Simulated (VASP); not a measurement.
Here is a VASP 6.6.1 calculation.

POSCAR

```
TiO2
1.0
    4.5308811857      0.0000000000      0.0000000000
    0.0000000000      4.5308811857      0.0000000000
    0.0000000000      0.0000000000      3.1278684245
Ti O
2 4
Direct
    0.5000000000      0.5000000000      0.0000000000
    0.0000000000      0.0000000000      0.5000000000
    0.6941463590      0.6941463590      0.5000000000
    0.8058536410      0.1941463590      0.0000000000
    0.1941463590      0.8058536410      0.0000000000
    0.3058536410      0.3058536410      0.5000000000
```

File INCAR.step1:

```
PREC = Accurate
ENCUT = 520
ISMEAR = 0
SIGMA = 0.02
LREAL = False
LASPH = True
NELM = 150
LMAXMIX = 4
LDAU = True
LDAUTYPE = 2
LDAUL = 2 -1
LDAUU = 4 0
LDAUJ = 0 0
NBANDS = 33
GGA = PE
ALGO = Normal
EDIFF = 1E-4
LWAVE = True
LCHARG = False
```

File INCAR.step2:

```
PREC = Accurate
ENCUT = 520
EDIFF = 1E-6
ISMEAR = 0
SIGMA = 0.02
LREAL = False
LASPH = True
NELM = 150
ALGO = Normal
ISIF = 2
LWAVE = False
LCHARG = False
LMAXMIX = 4
LDAU = True
LDAUTYPE = 2
LDAUL = 2 -1
LDAUU = 4 0
LDAUJ = 0 0
LDAUPRINT = 1
METAGGA = R2SCAN
LMIXTAU = True
NBANDS = 33
ISTART = 1
```

Contents of KPOINTS:

```
Automatic mesh
0
Gamma
  6 6 8
```

Potentials or basis: VASP PAW PBE potentials, release 64 (Ti_sv, O).

Run with:

```bash
$ cat potpaw_PBE.64/Ti_sv/POTCAR potpaw_PBE.64/O/POTCAR > POTCAR
$ cp INCAR.step1 INCAR
$ mpirun -np 1 vasp_std > vasp.out
$ cp INCAR.step2 INCAR
$ mpirun -np 1 vasp_std > vasp.out
```

**Question.** What does it give for the pressure?

**Answer.** -0.9 GPa.

**Question.** What does it give for the band gap on the k mesh?

**Answer.** 2.73 eV, direct.

**Question.** What does it give for the largest force?

**Answer.** 0.056 eV/Å.

Eigenvalues of the final occupation matrices:
```tsv
site	spin	trace	eigenvalues
site 1 d	1	0.74	0.06 0.08 0.09 0.25 0.25
site 1 d	2	0.74	0.06 0.08 0.09 0.25 0.25
site 2 d	1	0.74	0.06 0.08 0.09 0.25 0.25
site 2 d	2	0.74	0.06 0.08 0.09 0.25 0.25
```

Caveat: the PAW data sets were made with another functional, which shifts forces and pressure a little. A k mesh can miss the band edges.
